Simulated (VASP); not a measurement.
# CoO (Pm-3m) in VASP: notebook, part 2 of 3

VASP 6.6.1.

### 3 Single point, PBE

This run uses another cell than the first one, of 8.35 Å³/atom.

Contents of INCAR:

```
PREC = Accurate
ENCUT = 520
EDIFF = 1E-6
ISMEAR = 0
SIGMA = 0.1
LREAL = False
LASPH = True
NELM = 100
ALGO = Normal
ISIF = 2
LWAVE = False
LCHARG = True
GGA = PE
LELF = True
LVHAR = True
NBANDS = 14
```

Contents of KPOINTS:

```
regular mesh
0
Gamma
  16 16 16
```

Contents of POSCAR:

```
CoO
1.0
    2.5560078487      0.0000000000      0.0000000000
    0.0000000000      2.5560078487      0.0000000000
    0.0000000000      0.0000000000      2.5560078487
Co O
1 1
Direct
    0.0000000000      0.0000000000      0.0000000000
    0.5000000000      0.5000000000      0.5000000000
```

Potentials or basis: VASP PAW PBE potentials, release 64 (Co, O).

Command:

```console
cat potpaw_PBE.64/Co/POTCAR potpaw_PBE.64/O/POTCAR > POTCAR
mpirun -np 1 vasp_std > vasp.out
```

OUTCAR:

```text
PREC = Accurate
   ENCUT = 520
   EDIFF = 1E-6
   ISMEAR = 0
   LREAL = False
   LASPH = True
   NELM = 100
   ISIF = 2
   GGA = PE

 ion  position               nearest neighbor table
   1  0.000  0.000  0.000-   2 2.21   2 2.21   2 2.21   2 2.21   2 2.21   2 2.21   2 2.21   2 2.21

   2  0.500  0.500  0.500-   1 2.21   1 2.21   1 2.21   1 2.21   1 2.21   1 2.21   1 2.21   1 2.21

  LATTYP: Found a simple cubic cell.
 ALAT       =     2.5560078487

  Lattice vectors:

 A1 = (   2.5560078487,   0.0000000000,   0.0000000000)
 A2 = (   0.0000000000,   2.5560078487,   0.0000000000)
 A3 = (   0.0000000000,   0.0000000000,   2.5560078487)

Analysis of symmetry for initial positions (statically):
=====================================================================
 Subroutine PRICEL returns:
 Original cell was already a primitive cell.

 Routine SETGRP: Setting up the symmetry group for a
 simple cubic supercell.

 Subroutine GETGRP returns: Found 48 space group operations
 (whereof 48 operations were pure point group operations)
 out of a pool of 48 trial point group operations.

The static configuration has the point symmetry O_h .

Analysis of symmetry for dynamics (positions and initial velocities):
[... 169 lines left out ...]
      1     -11.4913      2.00000
      2       6.4232      2.00000
      3       6.4232      2.00000
      4       6.4232      2.00000
      5       6.4466      2.00000
      6       6.4466      2.00000
      7       9.1306      2.00000
      8       9.1306      2.00000
      9       9.1306      2.00000
     10      11.1175      0.00000
     11      25.9188      0.00000
     12      25.9188      0.00000
     13      31.0607      0.00000
     14      31.0607      0.00000
[... 377 lines left out ...]
      1     -10.0003      2.00000
      2       0.7426      2.00000
      3       5.0805      2.00000
      4       5.6348      2.00000
      5       7.0260      2.00000
      6       9.0995      2.00000
      7       9.5098      1.57450
      8       9.8951      0.00000
      9      10.2487      0.00000
     10      17.3429      0.00000
     11      18.3056      0.00000
     12      26.5763      0.00000
     13      26.8000      0.00000
     14      28.9377      0.00000

 [... further k-points ...]
[... 5 lines left out ...]
  --------------------------------------------------------------------------------------
  -------------------------------------------------------------------------------------
  Total       -0.0530533     -0.0530533     -0.0530533      0.0000000      0.0000000      0.0000000
  in kB       -5.0902167     -5.0902167     -5.0902167      0.0000000      0.0000000      0.0000000
  external PRESSURE =      -5.0902167 kB  Pullay stress =       0.0000000 kB

 VOLUME and BASIS-vectors are now :
 -----------------------------------------------------------------------------
  energy-cutoff  :      520.00
  volume of cell :       16.70
      direct lattice vectors                 reciprocal lattice vectors
     2.556007849  0.000000000  0.000000000     0.391235105  0.000000000  0.000000000
     0.000000000  2.556007849  0.000000000     0.000000000  0.391235105  0.000000000
     0.000000000  0.000000000  2.556007849     0.000000000  0.000000000  0.391235105

 POSITION                                       TOTAL-FORCE (eV/Angst)
 -----------------------------------------------------------------------------------
      0.00000      0.00000      0.00000         0.000000      0.000000      0.000000
      1.27800      1.27800      1.27800         0.000000      0.000000      0.000000
 -----------------------------------------------------------------------------------
    total drift:                               -0.000000      0.000000      0.000000

  FREE ENERGIE OF THE ION-ELECTRON SYSTEM (eV)
  ---------------------------------------------------
  free  energy   TOTEN  =       -11.8886057260 eV

  energy  without entropy=      -11.8676190631  energy(sigma->0) =      -11.87811239
```

OSZICAR:

```text
N       E                     dE             d eps       ncg     rms          rms(c)
DAV:   1     0.771141080803E+02    0.77114E+02   -0.70073E+03  4802   0.127E+03
DAV:   2    -0.986267355084E+01   -0.86977E+02   -0.76348E+02  5004   0.259E+02
DAV:   3    -0.141943117843E+02   -0.43316E+01   -0.41630E+01  5136   0.636E+01
DAV:   4    -0.142433916812E+02   -0.49080E-01   -0.49024E-01  5476   0.667E+00
DAV:   5    -0.142447397341E+02   -0.13481E-02   -0.13480E-02  5326   0.114E+00    0.124E+01
DAV:   6    -0.153545916095E+02   -0.11099E+01   -0.22747E+01  5770   0.746E+01    0.206E+01
DAV:   7    -0.121368186988E+02    0.32178E+01   -0.17529E+01  5838   0.718E+01    0.500E+00
DAV:   8    -0.118924340782E+02    0.24438E+00   -0.80720E-01  6264   0.157E+01    0.143E+00
DAV:   9    -0.118912560144E+02    0.11781E-02   -0.38247E-02  4842   0.194E+00    0.502E-01
DAV:  10    -0.118888575221E+02    0.23985E-02   -0.10981E-02  5740   0.208E+00    0.154E-01
DAV:  11    -0.118886366189E+02    0.22090E-03   -0.79133E-04  6120   0.374E-01    0.746E-02
DAV:  12    -0.118886124372E+02    0.24182E-04   -0.95399E-05  5948   0.101E-01    0.264E-02
DAV:  13    -0.118886060726E+02    0.63645E-05   -0.23358E-05  5740   0.943E-02    0.120E-02
DAV:  14    -0.118886057260E+02    0.34660E-06   -0.12873E-06  3146   0.144E-02
   1 F= -.11888606E+02 E0= -.11878112E+02  d E =-.209867E-01
```

stdout:

```text
POSCAR found type information on POSCAR CoO
 POSCAR found :  2 types and       2 ions
 scaLAPACK will be used
 LDA part: xc-table for (Slater+PW92), standard interpolation
 POSCAR, INCAR and KPOINTS ok, starting setup
 FFT: planning ... GRIDC
 FFT: planning ... GRID_SOFT
 FFT: planning ... GRID
 WAVECAR not read
 entering main loop
```

It took 21 s on 1 thread of AMD EPYC 9R45 (Zen 5), shared host; peak memory 0.12 GiB.

What came out:

| Item | Value |
| --- | --- |
| Free energy | -11.8886 eV |
| Pressure | -0.5 GPa |
| Band gap on the k mesh | zero (an odd number of electrons rules out a gap without spin polarisation) |

Levels at points of the mesh, in eV from the Fermi level:
```csv
k point,band 4,band 5,band 6,band 7,band 8,band 9,band 10,band 11
"(0.00, 0.00, 0.00)",-3.14,-3.12,-3.12,-0.44,-0.44,-0.44,1.55,16.35
"(0.50, 0.00, 0.00)",-4.10,-2.66,-0.33,-0.04,0.87,0.87,6.94,9.09
"(0.50, 0.50, 0.00)",-2.65,-2.20,-1.32,-1.18,-1.18,0.24,6.98,12.04
"(0.50, 0.50, 0.50)",-7.36,0.28,0.28,1.20,1.20,1.20,7.38,7.38
```

Caveat: an odd number of electrons without spin polarisation forces a metal; a magnetic or distorted state may lie lower; the run has no spin polarisation, though such a crystal can be magnetic; semilocal functionals often make such compounds metallic where correlation or magnetic order opens a gap, which also shifts bond lengths. Spin polarisation is off, so any magnetic state and its effect on volume and gap are missing.

### 4 Single point, PBE

Contents of INCAR:

```
SYSTEM = CoO
  PREC = Accurate
  ENCUT = 520
  EDIFF = 1E-6
  ISMEAR = 0
  SIGMA = 0.1
  LREAL = .False.
  LASPH = .True.
  NELM = 60
  ALGO = Normal
  ISIF = 2
  LWAVE = .False.
  LCHARG = .False.
  GGA = PE
  NBANDS = 14
```

Contents of KPOINTS:

```
Automatic mesh
0
Gamma
  16 16 16
  0 0 0
```

Contents of POSCAR:

```
CoO
1.0
    2.6161540276      0.0000000000      0.0000000000
    0.0000000000      2.6161540276      0.0000000000
    0.0000000000      0.0000000000      2.6161540276
Co O
1 1
Direct
    0.0000000000      0.0000000000      0.0000000000
    0.5000000000      0.5000000000      0.5000000000
```

Command:

```console
cat potpaw_PBE.64/Co/POTCAR potpaw_PBE.64/O/POTCAR > POTCAR
mpirun -np 1 vasp_std > vasp.out
```

Run time: 19 s. Hardware: 1 thread of AMD EPYC 9R45 (Zen 5), shared host; peak memory 0.12 GiB.

The run converged. Its results:

* Free energy: -11.8313 eV
* Pressure: -14.2 GPa
* Band gap on the k mesh: zero (an odd number of electrons rules out a gap without spin polarisation)

Levels at points of the mesh, in eV from the Fermi level:
| k point | band 5 | band 6 | band 7 | band 8 | band 9 | band 10 |
| --- | --- | --- | --- | --- | --- | --- |
| (0.00, 0.00, 0.00) | -2.78 | -2.78 | -0.39 | -0.39 | -0.39 | 1.10 |
| (0.50, 0.00, 0.00) | -2.38 | -0.30 | -0.03 | 0.79 | 0.79 | 6.50 |
| (0.50, 0.50, 0.00) | -1.99 | -1.24 | -1.04 | -1.04 | 0.21 | 6.57 |
| (0.50, 0.50, 0.50) | 0.25 | 0.25 | 1.09 | 1.09 | 1.09 | 7.24 |

Caveat: the cell stands under tension; an odd number of electrons without spin polarisation forces a metal; a magnetic or distorted state may lie lower; the run has no spin polarisation, though such a crystal can be magnetic; semilocal functionals often make such compounds metallic where correlation or magnetic order opens a gap, which also shifts bond lengths. Spin polarisation is off, so any magnetic state and its effect on volume and gap are missing.

(Continued in part 3 of 3.)
